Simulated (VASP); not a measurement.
# PtS2 (fluorite type) (Fm-3m) in VASP: a series of runs

PtS2 (fluorite type) is run at these levels: PBE; tasks: single point, relaxation of cell and atoms.

Program: VASP 6.6.1. These are calculated values, not measurements. Logs are shortened: lines on timing, memory, paths and dates and some standing lists are left out, and cuts for length are marked.

## 1. The cell of the first run

The structure is cubic, space group Fm-3m (No. 225). The conventional cell has a = 5.971 Å, b = 5.971 Å, c = 5.971 Å, α = 90.00°, β = 90.00°, γ = 90.00°. Within 3.4 Å of Pt (site symmetry m-3m) lie 8 S at 2.59 Å. Within 3.4 Å of S (site symmetry -43m) lie 4 Pt at 2.59 Å and 6 S at 2.99 Å.

## 2. Single point, PBE

INCAR

```
SYSTEM = PtS2
PREC = Accurate
ENCUT = 520
EDIFF = 1E-6
ISMEAR = -1
SIGMA = 0.05
LREAL = .FALSE.
LASPH = .TRUE.
NELM = 100
ALGO = Normal
ISIF = 2
LWAVE = .FALSE.
LCHARG = .FALSE.
GGA = PE
NBANDS = 18
```

KPOINTS

```
Automatic mesh
0
G
  11 11 11
  0 0 0
```

POSCAR

```
PtS2
1.0
    0.0000000000      2.9857144696      2.9857144696
    2.9857144696      0.0000000000      2.9857144696
    2.9857144696      2.9857144696      0.0000000000
Pt S
1 2
Direct
    0.0000000000      0.0000000000      0.0000000000
    0.2500000000      0.2500000000      0.2500000000
    0.7500000000      0.7500000000      0.7500000000
```

Potentials or basis: VASP PAW PBE potentials, release 64 (Pt, S).

Command:

```sh
$ cat potpaw_PBE.64/Pt/POTCAR potpaw_PBE.64/S/POTCAR > POTCAR
$ mpirun -np 1 vasp_std > vasp.out
```

OUTCAR:

```text
SYSTEM = PtS2
   PREC = Accurate
   ENCUT = 520
   EDIFF = 1E-6
   ISMEAR = -1
   LREAL = .FALSE.
   LASPH = .TRUE.
   NELM = 100
   ISIF = 2
   GGA = PE

 ion  position               nearest neighbor table
   1  0.000  0.000  0.000-   3 2.59   3 2.59   3 2.59   2 2.59   3 2.59   2 2.59   2 2.59   2 2.59

   2  0.250  0.250  0.250-   1 2.59   1 2.59   1 2.59   1 2.59
   3  0.750  0.750  0.750-   1 2.59   1 2.59   1 2.59   1 2.59

  LATTYP: Found a face centered cubic cell.
 ALAT       =     5.9714289392

  Lattice vectors:

 A1 = (   0.0000000000,   2.9857144696,   2.9857144696)
 A2 = (   2.9857144696,   0.0000000000,   2.9857144696)
 A3 = (   2.9857144696,   2.9857144696,   0.0000000000)

Analysis of symmetry for initial positions (statically):
=====================================================================
 Subroutine PRICEL returns:
 Original cell was already a primitive cell.

 Routine SETGRP: Setting up the symmetry group for a
 face centered cubic supercell.

 Subroutine GETGRP returns: Found 48 space group operations
 (whereof 48 operations were pure point group operations)
 out of a pool of 48 trial point group operations.

The static configuration has the point symmetry O_h .

Analysis of symmetry for dynamics (positions and initial velocities):
=====================================================================
 Subroutine PRICEL returns:
 Original cell was already a primitive cell.

 Routine SETGRP: Setting up the symmetry group for a
 face centered cubic supercell.

 Subroutine GETGRP returns: Found 48 space group operations
 (whereof 48 operations were pure point group operations)
 out of a pool of 48 trial point group operations.

The dynamic configuration has the point symmetry O_h .

 Subroutine INISYM returns: Found 48 space group operations
 (whereof 48 operations are pure point group operations),
 and found     1 'primitive' translations

----------------------------------------------------------------------------------------

                                     Primitive cell

  volume of cell :      53.2322

  direct lattice vectors                    reciprocal lattice vectors
     0.000000000  2.985714470  2.985714470    -0.167464105  0.167464105  0.167464105
     2.985714470  0.000000000  2.985714470     0.167464105 -0.167464105  0.167464105
     2.985714470  2.985714470  0.000000000     0.167464105  0.167464105 -0.167464105

  length of vectors
     4.222437896  4.222437896  4.222437896     0.290056337  0.290056337  0.290056337

  position of ions in fractional coordinates (direct lattice)
     0.000000000  0.000000000  0.000000000
     0.250000000  0.250000000  0.250000000
     0.750000000  0.750000000  0.750000000

  ion indices of the primitive-cell ions
   primitive index   ion index
                 1           1
                 2           2
                 3           3

----------------------------------------------------------------------------------------

 KPOINTS: Automatic mesh

Automatic generation of k-mesh.
 Grid dimensions read from file:
 generate k-points for:   11   11   11

 Generating k-lattice:

  Cartesian coordinates                     Fractional coordinates (reciprocal lattice)
    -0.015224010  0.015224010  0.015224010     0.090909091  0.000000000  0.000000000
     0.015224010 -0.015224010  0.015224010     0.000000000  0.090909091  0.000000000
     0.015224010  0.015224010 -0.015224010     0.000000000  0.000000000  0.090909091

  Length of vectors
     0.026368758  0.026368758  0.026368758

  Shift w.r.t. Gamma in fractional coordinates (k-lattice)
     0.000000000  0.000000000  0.000000000

 Subroutine IBZKPT returns following result:
 ===========================================

 Found     56 irreducible k-points:

 Following reciprocal coordinates:
            Coordinates               Weight
  0.000000  0.000000  0.000000      1.000000
  0.090909  0.000000  0.000000      8.000000
  0.181818  0.000000  0.000000      8.000000
  0.272727  0.000000  0.000000      8.000000
  0.363636  0.000000  0.000000      8.000000
  0.454545  0.000000  0.000000      8.000000
[... 16 lines left out ...]
 -0.272727  0.181818  0.000000     24.000000
 -0.181818  0.181818  0.000000     12.000000
 [... further k-points ...]
   k-points           NKPTS =     56   k-points in BZ     NKDIM =     56   number of bands    NBANDS=     18
   number of dos      NEDOS =    301   number of ions     NIONS =      3
   total plane-waves  NPLWV =  32768
   dimension x,y,z NGX =    32 NGY =   32 NGZ =   32
   dimension x,y,z NGXF=    64 NGYF=   64 NGZF=   64
   ions per type =               1   2
   NGX,Y,Z   is equivalent  to a cutoff of  12.60, 12.60, 12.60 a.u.
   NGXF,Y,Z  is equivalent  to a cutoff of  25.20, 25.20, 25.20 a.u.
 SYSTEM =  PtS2
   PREC   = accura    normal or accurate (medium, high low for compatibility)
   ISTART =      0    job   : 0-new  1-cont  2-samecut
   ICHARG =      2    charge: 1-file 2-atom 10-const
   ISPIN  =      1    spin polarized calculation?
   LNONCOLLINEAR =      F non collinear calculations
   LSORBIT =      F    spin-orbit coupling
   LASPH  =      T    aspherical Exc in radial PAW
   ENCUT  =  520.0 eV  38.22 Ry    6.18 a.u.   7.85  7.85  7.85*2*pi/ulx,y,z
   NELM   =    100;   NELMIN=  2; NELMDL= -5     # of ELM steps
   EDIFF  = 0.1E-05   stopping-criterion for ELM
   LREAL  =      F    real-space projection
   EDIFFG = 0.1E-04   stopping-criterion for IOM
   NSW    =      0    number of steps for IOM
   IBRION =     -1    ionic relax: 0-MD 1-quasi-New 2-CG
   NFREE  =      0    steps in history (QN), initial steepest desc. (CG)
   ISIF   =      2    stress and relaxation
   ISYM   =      2    0-nonsym 1-usesym 2-fastsym
   POTIM  = 0.5000    time-step for ionic-motion
   TEBEG  =    0.0;   TEEND  =   0.0 temperature during run
   PSTRESS=    0.0 pullay stress
   NELECT =      22.0000    total number of electrons
   NUPDOWN=      -1.0000    fix difference up-down
   EMIN   =  10.00;   EMAX   =-10.00  energy-range for DOS
   EFERMI =   0.00;   METHOD = LEGACY
   ISMEAR =    -1;   SIGMA  =   0.05  broadening in eV -4-tet -1-fermi 0-gaus
   EFERMI_NEDOS =   21; number of points for ismear=-14 and -15
   IALGO  =     38    algorithm
   IMIX   =      4    mixing-type and parameters
     AMIX     =   0.40;   BMIX     =  1.00
     AMIX_MAG =   1.60;   BMIX_MAG =  1.00
  volume/ion in A,a.u.               =      17.74       119.74
  Fermi-wavevector in a.u.,A,eV,Ry     =   1.219432  2.304392 20.232047  1.487013
  Thomas-Fermi vector in A             =   2.354684
   LORBIT       =      0    0 simple, 1 ext, 2 COOP (PROOUT), +10 PAW based schemes
   GGA     = PE    functional components
   LHFCALC =     F    Hartree Fock is set to
   AEXX    =    0.0000 exact exchange contribution
   IVDW    =     0    specifies the selected vdW correction
   LEPSILON=     F    determine dielectric tensor
   LRPA    =     F    only Hartree local field effects (RPA)
 non-spin polarized calculation
  energy-cutoff  :      520.00
  volume of cell :       53.23
 maximum number of plane-waves:      1459
   NGX = 15   NGY = 15   NGZ = 15

 number of electron      22.0000001 magnetization

 Free energy of the ion-electron system (eV)
  ---------------------------------------------------
  ext. energy  EPLUGINS =         0.00000000
  ---------------------------------------------------
  free energy    TOTEN  =       -13.56539751 eV

  energy without entropy =      -13.54654585  energy(sigma->0) =      -13.55597168

 E-fermi :   7.9620     XC(G=0): -10.9630

 val. band max:        7.9265856727   @ k =   0.2727   0.1818   0.0000
 cond. band min:       7.9844394842   @ k =  -0.4545   0.3636   0.1818
 fundamental gap:      0.0578538114
 Fermi energy:         7.9619735093

 k-point     1 :       0.0000    0.0000    0.0000
  band No.  band energies     occupation
      1      -8.1612      2.00000
      2      -3.7425      2.00000
      3       0.7287      2.00000
      4       0.7287      2.00000
      5       0.7287      2.00000
      6       3.8574      2.00000
[... 10 lines left out ...]
     17      11.5767      0.00000
     18      16.0095      0.00000

 k-point     2 :       0.0909    0.0000    0.0000
  band No.  band energies     occupation
      1      -8.0828      2.00000
      2      -3.9121      2.00000
      3       0.7799      2.00000
      4       0.7799      2.00000
      5       0.9905      2.00000
      6       3.7922      2.00000
[... 10 lines left out ...]
     17      12.1427      0.00000
     18      16.1404      0.00000

 k-point     3 :       0.1818    0.0000    0.0000
  band No.  band energies     occupation
      1      -7.8542      2.00000
      2      -4.3246      2.00000
      3       0.9230      2.00000
      4       0.9230      2.00000
      5       1.6595      2.00000
      6       3.6488      2.00000
[... 10 lines left out ...]
     17      13.3441      0.00000
     18      16.5310      0.00000

 k-point     4 :       0.2727    0.0000    0.0000
  band No.  band energies     occupation
      1      -7.4957      2.00000
      2      -4.8331      2.00000
      3       1.1224      2.00000
      4       1.1224      2.00000
      5       2.5253      2.00000
      6       3.5398      2.00000
[... 10 lines left out ...]
     17      14.5051      0.00000
     18      17.1764      0.00000

 k-point     5 :       0.3636    0.0000    0.0000
  band No.  band energies     occupation
      1      -7.0441      2.00000
      2      -5.3597      2.00000
      3       1.3144      2.00000
      4       1.3144      2.00000
      5       2.7681      2.00000
      6       3.3992      2.00000
[... 10 lines left out ...]
     17      14.9049      0.00000
     18      18.0630      0.00000

 k-point     6 :       0.4545    0.0000    0.0000
  band No.  band energies     occupation
      1      -6.5743      2.00000
      2      -5.8513      2.00000
      3       1.4283      2.00000
      4       1.4283      2.00000
      5       2.2892      2.00000
      6       3.8348      2.00000
[... 10 lines left out ...]
     17      15.4728      0.00000
     18      18.9047      0.00000

 k-point     7 :       0.0909    0.0909    0.0000
  band No.  band energies     occupation
      1      -8.0568      2.00000
      2      -3.9607      2.00000
      3       0.7758      2.00000
      4       0.7758      2.00000
      5       1.1163      2.00000
      6       3.6191      2.00000
[... 10 lines left out ...]
     17      12.2245      0.00000
     18      15.9214      0.00000

 k-point     8 :       0.1818    0.0909    0.0000
  band No.  band energies     occupation
      1      -7.8788      2.00000
      2      -4.2719      2.00000
      3       0.8699      2.00000
      4       0.8880      2.00000
      5       1.6597      2.00000
      6       3.3139      2.00000
[... 10 lines left out ...]
     17      13.1574      0.00000
     18      15.9839      0.00000
[... 229 lines left out ...]
     17      15.5618      0.00000
     18      16.1433      0.00000

 k-point    20 :       0.4545    0.1818    0.0000
  band No.  band energies     occupation
      1      -6.6964      2.00000
      2      -5.5598      2.00000
      3       1.1216      2.00000
      4       1.4668      2.00000
      5       1.5051      2.00000
      6       3.3609      2.00000
[... 10 lines left out ...]
     17      16.3260      0.00000
     18      16.9313      0.00000

 k-point    21 :      -0.4545    0.1818    0.0000
  band No.  band energies     occupation
      1      -6.3029      2.00000
      2      -5.9450      2.00000
      3       0.9571      2.00000
      4       1.4880      2.00000
      5       1.6534      2.00000
      6       3.3069      2.00000
[... 10 lines left out ...]
     17      16.4904      0.00000
     18      17.9137      0.00000

 k-point    22 :      -0.3636    0.1818    0.0000
  band No.  band energies     occupation
      1      -6.5393      2.00000
      2      -5.7306      2.00000
      3       0.9388      2.00000
      4       1.6569      2.00000
      5       1.7423      2.00000
      6       2.8973      2.00000
[... 10 lines left out ...]
     17      16.4644      0.00000
     18      17.3871      0.00000

 k-point    23 :      -0.2727    0.1818    0.0000
  band No.  band energies     occupation
      1      -6.9832      2.00000
      2      -5.3202      2.00000
      3       0.9371      2.00000
      4       1.6104      2.00000
      5       2.1924      2.00000
      6       2.8193      2.00000
[... 10 lines left out ...]
     17      16.0439      0.00000
     18      16.8589      0.00000

 k-point    24 :      -0.1818    0.1818    0.0000
  band No.  band energies     occupation
      1      -7.3819      2.00000
      2      -4.9222      2.00000
      3       0.9206      2.00000
      4       1.3347      2.00000
      5       2.9275      2.00000
      6       2.9895      2.00000
[... 10 lines left out ...]
     17      15.0389      0.00000
     18      16.7843      0.00000

 [... further k-points ...]
[... 5 lines left out ...]
  --------------------------------------------------------------------------------------
  -------------------------------------------------------------------------------------
  Total       -0.0645835     -0.0645835     -0.0645835      0.0000000     -0.0000000      0.0000000
  in kB       -1.9438265     -1.9438265     -1.9438265      0.0000000     -0.0000000      0.0000000
  external PRESSURE =      -1.9438265 kB  Pullay stress =       0.0000000 kB

 VOLUME and BASIS-vectors are now :
 -----------------------------------------------------------------------------
  energy-cutoff  :      520.00
  volume of cell :       53.23
      direct lattice vectors                 reciprocal lattice vectors
     0.000000000  2.985714470  2.985714470    -0.167464105  0.167464105  0.167464105
     2.985714470  0.000000000  2.985714470     0.167464105 -0.167464105  0.167464105
     2.985714470  2.985714470  0.000000000     0.167464105  0.167464105 -0.167464105

 POSITION                                       TOTAL-FORCE (eV/Angst)
 -----------------------------------------------------------------------------------
      0.00000      0.00000      0.00000         0.000000     -0.000000      0.000000
      1.49286      1.49286      1.49286        -0.000000     -0.000000     -0.000000
      4.47857      4.47857      4.47857         0.000000      0.000000      0.000000
 -----------------------------------------------------------------------------------
    total drift:                                0.000000     -0.000000      0.000000

  FREE ENERGIE OF THE ION-ELECTRON SYSTEM (eV)
  ---------------------------------------------------
  free  energy   TOTEN  =       -13.5653975135 eV

  energy  without entropy=      -13.5465458508  energy(sigma->0) =      -13.55597168
```

Wall time 28 s (1 thread of Intel Xeon Platinum 8259CL at 2.50GHz (Skylake/Cascade Lake), shared host); peak memory 0.2 GiB.

What came out:

| Item | Value |
| --- | --- |
| Free energy | -13.5654 eV |
| Pressure | -0.2 GPa |
| Band gap on the k mesh | zero (bands 11 and 12 overlap by 0.57 eV) |

Levels at points of the mesh, in eV from the Fermi level:
```tsv
k point	band 7	band 8	band 9	band 10	band 11	band 12	band 13	band 14	band 15	band 16
(0.00, 0.00, 0.00)	-4.10	-1.54	-1.54	-1.54	0.36	0.36	0.36	2.80	3.61	3.61
```

Caveat: spin-orbit coupling is left out, which moves the levels of the heavy elements.

[end of part 1 of 2]

The gap in the log of VASP goes by the Fermi energy; the results here count the filled bands.